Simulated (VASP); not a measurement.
# Al (P6_3/mmc) in VASP: a series of runs

The runs below take Al through single point, with PBEsol+D3(BJ).

All numbers are computed with VASP 6.6.1; they aren't measurements. Logs are shortened: lines on timing, memory, paths and dates and some standing lists are left out, and cuts for length are marked.

**1. The cell of the first run**

Symmetry: P6_3/mmc, No. 194, hexagonal system. The conventional cell has a = 2.779 Å, b = 2.779 Å, c = 8.589 Å, α = 90.00°, β = 90.00°, γ = 120.00°. Within 3.5 Å of Al (site symmetry -3m) lie 12 Al at 2.68 to 2.78 Å. Al (site symmetry -6m2) has 12 Al at 2.68 to 2.78 Å within 3.5 Å.

**2. Single point, PBEsol+D3(BJ) (volume 14.362 Å^3 an atom, c/a of the conventional cell 3.0904)**

INCAR reads:

```
PREC = Accurate ; ENCUT = 520
EDIFF = 1E-6 ; ISMEAR = 0
SIGMA = 0.15 ; LREAL = F
LASPH = T ; NELM = 100
ALGO = Fast ; ISIF = 2
LWAVE = F ; LCHARG = F
GGA = PS ; IVDW = 12
NBANDS = 14
```

KPOINTS reads:

```
regular mesh
0
Gamma
  18 18 6
```

POSCAR reads:

```
Al
1.0
    2.7791363989      0.0000000000      0.0000000000
   -1.3895681994      2.4068027220      0.0000000000
    0.0000000000      0.0000000000      8.5886431271
Al
4
Direct
    0.0000000000      0.0000000000      0.0000000000
    0.3333333333      0.6666666667      0.2500000000
    0.0000000000      0.0000000000      0.5000000000
    0.6666666667      0.3333333333      0.7500000000
```

Potentials or basis: VASP PAW PBE potentials, release 64 (Al).

Command:

```sh
$ cat potpaw_PBE.64/Al/POTCAR > POTCAR
$ mpirun -np 1 vasp_std > vasp.out
```

OUTCAR:

```text
PREC = Accurate
   ENCUT = 520
   EDIFF = 1E-6
   ISMEAR = 0
   LREAL = F
   LASPH = T
   NELM = 100
   ISIF = 2
   GGA = PS
   IVDW = 12
 IVDW          = 12

 ion  position               nearest neighbor table
   1  0.000  0.000  0.000-   2 2.68   4 2.68   2 2.68   4 2.68   4 2.68   2 2.68
   2  0.333  0.667  0.250-   1 2.68   3 2.68   1 2.68   3 2.68   1 2.68   3 2.68
   3  0.000  0.000  0.500-   2 2.68   4 2.68   2 2.68   4 2.68   4 2.68   2 2.68
   4  0.667  0.333  0.750-   1 2.68   3 2.68   1 2.68   3 2.68   1 2.68   3 2.68

  LATTYP: Found a hexagonal cell.
 ALAT       =     2.7791363989
 C/A-ratio  =     3.0904000000

  Lattice vectors:

 A1 = (   2.7791363989,   0.0000000000,   0.0000000000)
 A2 = (  -1.3895681994,   2.4068027220,   0.0000000000)
 A3 = (   0.0000000000,   0.0000000000,   8.5886431271)

Analysis of symmetry for initial positions (statically):
=====================================================================
 Subroutine PRICEL returns:
 Original cell was already a primitive cell.

 Routine SETGRP: Setting up the symmetry group for a
 hexagonal supercell.

 Subroutine GETGRP returns: Found 24 space group operations
 (whereof 12 operations were pure point group operations)
 out of a pool of 24 trial point group operations.

The static configuration has the point symmetry D_3d.
 The point group associated with its full space group is D_6h.

Analysis of symmetry for dynamics (positions and initial velocities):
=====================================================================
 Subroutine PRICEL returns:
 Original cell was already a primitive cell.

 Routine SETGRP: Setting up the symmetry group for a
 hexagonal supercell.

 Subroutine GETGRP returns: Found 24 space group operations
 (whereof 12 operations were pure point group operations)
 out of a pool of 24 trial point group operations.

The dynamic configuration has the point symmetry D_3d.
 The point group associated with its full space group is D_6h.

 Subroutine INISYM returns: Found 24 space group operations
 (whereof 12 operations are pure point group operations),
 and found     1 'primitive' translations

----------------------------------------------------------------------------------------

                                     Primitive cell

  volume of cell :      57.4480

  direct lattice vectors                    reciprocal lattice vectors
     2.779136399  0.000000000  0.000000000     0.359824009  0.207744488  0.000000000
    -1.389568199  2.406802722  0.000000000     0.000000000  0.415488977  0.000000000
     0.000000000  0.000000000  8.588643127     0.000000000  0.000000000  0.116432827
[... 105 lines left out ...]
   IALGO  =     68    algorithm
   IMIX   =      4    mixing-type and parameters
     AMIX     =   0.40;   BMIX     =  1.00
     AMIX_MAG =   1.60;   BMIX_MAG =  1.00
  volume/ion in A,a.u.               =      14.36        96.92
  Fermi-wavevector in a.u.,A,eV,Ry     =   0.971353  1.835590 12.837451  0.943526
  Thomas-Fermi vector in A             =   2.101563
   LORBIT       =      0    0 simple, 1 ext, 2 COOP (PROOUT), +10 PAW based schemes
   GGA     = PS    functional components
   LHFCALC =     F    Hartree Fock is set to
   AEXX    =    0.0000 exact exchange contribution
   IVDW    =    12    specifies the selected vdW correction
   LEPSILON=     F    determine dielectric tensor
   LRPA    =     F    only Hartree local field effects (RPA)
 non-spin polarized calculation
 RMM-DIIS sequential band-by-band and
 Gauss-broadening in eV      SIGMA  =   0.15
  energy-cutoff  :      520.00
  volume of cell :       57.45
 maximum number of plane-waves:      1566
 NGX is ok and might be reduce to    24
   NGX = 11   NGY = 11   NGZ = 31

 number of electron      12.0000000 magnetization

 Free energy of the ion-electron system (eV)
  ---------------------------------------------------
  ext. energy  EPLUGINS =         0.00000000
  ---------------------------------------------------
  free energy    TOTEN  =       -15.98878942 eV

  energy without entropy =      -15.97277537  energy(sigma->0) =      -15.98078239

 E-fermi :   9.4646     XC(G=0): -10.7733

 val. band max:        9.4505672413   @ k =   0.3889   0.1667   0.1667
 cond. band min:       9.4724950712   @ k =   0.2778   0.2222   0.3333
 fundamental gap:      0.0219278299
 Fermi energy:         9.4646071808

 k-point     1 :       0.0000    0.0000    0.0000
  band No.  band energies     occupation
      1      -2.6532      2.00000
      2      -0.6668      2.00000
      3      -0.6651      2.00000
      4       4.6837      2.00000
      5       5.6181      2.00000
      6      14.3199      0.00000
      7      14.3499      0.00000
      8      20.3047      0.00000
      9      20.3047      0.00000
     10      20.4191      0.00000
     11      20.4191      0.00000
     12      21.4099      0.00000
     13      21.4162      0.00000
     14      21.5725      0.00000
[... 377 lines left out ...]
      1       2.5119      2.00000
      2       4.3671      2.00000
      3       4.3892      2.00000
      4       5.1877      2.00000
      5       7.1375      2.00000
      6       7.1562      2.00000
      7       9.5385      0.48620
      8      10.4942      0.00000
      9      11.8299      0.00000
     10      12.1011      0.00000
     11      13.6369      0.00000
     12      13.7948      0.00000
     13      14.4214      0.00000
     14      18.5370      0.00000

 [... further k-points ...]

------------------------ aborting loop because EDIFF is reached ----------------------------------------

 Edisp (eV)   -1.46187

 E8    (eV) :    -0.9845

  FORCE on cell =-STRESS in cart. coord.  units (eV):
  Direction    XX          YY          ZZ          XY          YZ          ZX
  --------------------------------------------------------------------------------------
  -------------------------------------------------------------------------------------
  Total       2.50831     2.50831     5.26449     0.00000    -0.00000    -0.00000
  in kB      69.95476    69.95476   146.82228     0.00000    -0.00000    -0.00000
  external pressure =       95.58 kB  Pullay stress =        0.00 kB

 VOLUME and BASIS-vectors are now :
 -----------------------------------------------------------------------------
  energy-cutoff  :      520.00
  volume of cell :       57.45
      direct lattice vectors                 reciprocal lattice vectors
     2.779136399  0.000000000  0.000000000     0.359824009  0.207744488  0.000000000
    -1.389568199  2.406802722  0.000000000     0.000000000  0.415488977  0.000000000
     0.000000000  0.000000000  8.588643127     0.000000000  0.000000000  0.116432827

 POSITION                                       TOTAL-FORCE (eV/Angst)
 -----------------------------------------------------------------------------------
      0.00000      0.00000      0.00000         0.000000      0.000000     -0.000000
     -0.00000      1.60454      2.14716        -0.000000     -0.000000      0.000000
      0.00000      0.00000      4.29432         0.000000      0.000000     -0.000000
      1.38957      0.80227      6.44148         0.000000      0.000000      0.000000
 -----------------------------------------------------------------------------------
    total drift:                               -0.000000     -0.000000      0.000000

  FREE ENERGIE OF THE ION-ELECTRON SYSTEM (eV)
  ---------------------------------------------------
  free  energy   TOTEN  =       -17.4506555259 eV

  energy  without entropy=      -17.4346414783  energy(sigma->0) =      -17.44264850
```

OSZICAR:

```text
N       E                     dE             d eps       ncg     rms          rms(c)
DAV:   1     0.657713421489E+01    0.65771E+01   -0.42621E+03  4160   0.669E+02
DAV:   2    -0.154337474962E+02   -0.22011E+02   -0.20359E+02  5382   0.949E+01
DAV:   3    -0.161170906943E+02   -0.68334E+00   -0.67715E+00  5446   0.136E+01
DAV:   4    -0.161212825750E+02   -0.41919E-02   -0.41913E-02  4918   0.133E+00
DAV:   5    -0.161213287795E+02   -0.46204E-04   -0.46204E-04  5382   0.143E-01    0.336E+00
RMM:   6    -0.160417930560E+02    0.79536E-01   -0.55909E-03  4155   0.386E-01    0.193E+00
RMM:   7    -0.159892658996E+02    0.52527E-01   -0.14637E-02  4272   0.621E-01    0.224E-01
RMM:   8    -0.159887718752E+02    0.49402E-03   -0.13733E-03  4375   0.235E-01    0.273E-02
RMM:   9    -0.159887912312E+02   -0.19356E-04   -0.21966E-04  4696   0.109E-01    0.446E-02
RMM:  10    -0.159887955877E+02   -0.43565E-05   -0.30741E-05  4815   0.357E-02    0.102E-01
RMM:  11    -0.159887920705E+02    0.35172E-05   -0.68244E-06  4777   0.170E-02    0.111E-01
RMM:  12    -0.159887898437E+02    0.22268E-05   -0.12356E-06  3349   0.706E-03    0.594E-02
RMM:  13    -0.159887894174E+02    0.42633E-06   -0.31678E-07  2508   0.404E-03
   1 F= -.17450656E+02 E0= -.17442649E+02  d E =-.160140E-01
```

Wall time 46 s (1 thread of Intel Xeon 6975P-C (Granite Rapids), shared host); peak memory 0.24 GiB.

Results:

```
Free energy                : -17.4507 eV
Pressure                   : 9.6 GPa
Band gap on the k mesh     : zero (band 6 reaches 14.45 eV, above the bottom of band 7 at 7.64 eV)
Dispersion energy per atom : -0.365 eV
```

Caveat: the PAW data sets were made with another functional, which shifts forces and pressure a little; pairwise dispersion overbinds metals, which lowers pressure and volume.

**3. Single point, PBEsol+D3(BJ) (volume 14.675 Å^3 an atom, c/a of the conventional cell 3.5559)**

INCAR reads:

```
ALGO = Normal
EDIFF = 1E-7
ENCUT = 520
GGA = PS
ISIF = 2
ISMEAR = 0
IVDW = 12
LASPH = True
LCHARG = True
LELF = True
LREAL = False
LVHAR = True
LWAVE = False
NBANDS = 14
NELM = 60
PREC = Accurate
SIGMA = 0.15
```

KPOINTS reads:

```
k-points
0
Gamma
  18 18 6
```

POSCAR reads:

```
Al
1.0
    2.6712793700      0.0000000000      0.0000000000
   -1.3356396850      2.3133957950      0.0000000000
    0.0000000000      0.0000000000      9.4988023117
Al
4
Direct
    0.0000000000      0.0000000000      0.0000000000
    0.3333333333      0.6666666667      0.2500000000
    0.0000000000      0.0000000000      0.5000000000
    0.6666666667      0.3333333333      0.7500000000
```

Potentials or basis: VASP PAW PBE potentials, release 64 (Al).

Command:

```sh
$ cat potpaw_PBE.64/Al/POTCAR > POTCAR
$ mpirun -np 1 vasp_std > vasp.out
```

It took 40 s on 1 thread of Intel Xeon 6975P-C (Granite Rapids), shared host; peak memory 0.23 GiB.

It converged, with:

| Quantity | Value |
| --- | --- |
| Free energy | -17.4635 eV |
| Pressure | 7.6 GPa |
| Band gap on the k mesh | zero (band 6 reaches 12.36 eV, above the bottom of band 7 at 7.89 eV) |
| Dispersion energy per atom | -0.358 eV |

Stress tensor (GPa, compression positive):
```
11.07  0.00  0.00
 0.00 11.07  0.00
 0.00  0.00  0.68
```

Levels at points of the mesh, in eV from the Fermi level:
```tsv
k point	band 3	band 4	band 5	band 6	band 7	band 8	band 9	band 10
(0.00, 0.00, 0.00)	-10.29	-5.56	-5.48	2.11	2.12	11.28	12.86	12.86
(0.50, 0.00, 0.00)	-4.10	-4.03	-3.22	-3.14	0.80	0.88	1.13	1.35
(0.00, 0.00, 0.50)	-8.29	-8.29	-2.04	-2.04	6.86	6.86	13.05	13.05
(0.50, 0.00, 0.50)	-4.74	-4.74	-1.96	-1.96	-1.25	-1.25	4.19	4.19
```

Caveat: the PAW data sets were made with another functional, which shifts forces and pressure a little; pairwise dispersion overbinds metals, which lowers pressure and volume.

**4. Single point, PBEsol+D3(BJ) (volume 14.987 Å^3 an atom, c/a of the conventional cell 3.5559)**

INCAR reads:

```
ALGO = Fast
EDIFF = 1E-6
ENCUT = 520
GGA = PS
ISIF = 2
ISMEAR = 0
IVDW = 12
LASPH = T
LCHARG = F
LREAL = F
LWAVE = F
NBANDS = 14
NELM = 80
PREC = Accurate
SIGMA = 0.15
```

KPOINTS is that of step 3.

POSCAR reads:

```
Al
1.0
    2.6900778133      0.0000000000      0.0000000000
   -1.3450389066      2.3296757245      0.0000000000
    0.0000000000      0.0000000000      9.5656476964
Al
4
Direct
    0.0000000000      0.0000000000      0.0000000000
    0.3333333333      0.6666666667      0.2500000000
    0.0000000000      0.0000000000      0.5000000000
    0.6666666667      0.3333333333      0.7500000000
```

Command:

```sh
$ cat potpaw_PBE.64/Al/POTCAR > POTCAR
$ mpirun -np 1 vasp_std > vasp.out
```

Wall time 48 s (1 thread of Intel Xeon 6975P-C (Granite Rapids), shared host); peak memory 0.23 GiB.

It converged, with:

```yaml
Free_energy: -17.5132 eV
Pressure: 5.2 GPa
Band_gap_on_the_k_mesh: zero (band 6 reaches 12.09 eV, above the bottom of band 7 at 7.66 eV)
Dispersion_energy_per_atom: -0.350 eV
```

Stress tensor (GPa, compression positive):
```
 8.31  0.00  0.00
 0.00  8.31  0.00
 0.00  0.00 -1.07
```

Levels at points of the mesh, in eV from the Fermi level:
| k point | band 4 | band 5 | band 6 | band 7 | band 8 | band 9 |
| --- | --- | --- | --- | --- | --- | --- |
| (0.00, 0.00, 0.00) | -5.53 | -5.38 | 2.08 | 2.09 | 11.18 | 12.67 |
| (0.50, 0.00, 0.00) | -3.98 | -3.19 | -3.13 | 0.81 | 0.84 | 1.16 |
| (0.00, 0.00, 0.50) | -8.18 | -2.02 | -2.02 | 6.77 | 6.77 | 12.91 |
| (0.50, 0.00, 0.50) | -4.69 | -1.94 | -1.94 | -1.25 | -1.25 | 4.13 |

Caveat: the PAW data sets were made with another functional, which shifts forces and pressure a little; pairwise dispersion overbinds metals, which lowers pressure and volume.

**5. The runs side by side**

```csv
cell,gap on the mesh (eV),pressure (GPa)
"a = 2.779, b = 2.779, c = 8.589 Å, angles 90.0, 90.0, 120.0°, 4 atoms",none,9.6
"a = 2.671, b = 2.671, c = 9.499 Å, angles 90.0, 90.0, 120.0°, 4 atoms",none,7.6
"a = 2.690, b = 2.690, c = 9.566 Å, angles 90.0, 90.0, 120.0°, 4 atoms",none,5.2
```

Alike in all rows: task single point; level PBEsol+D3(BJ); potentials or basis VASP PAW PBE potentials, release 64 (Al); no spin polarisation; k mesh 18 × 18 × 6; cutoff (eV) 520; smearing gaussian 0.15 eV.

Caveats: the PAW data sets were made with another functional, which shifts forces and pressure a little; pairwise dispersion overbinds metals, which lowers pressure and volume.

Total energies depend on the potentials used, so only differences within one code and one set of settings carry meaning.
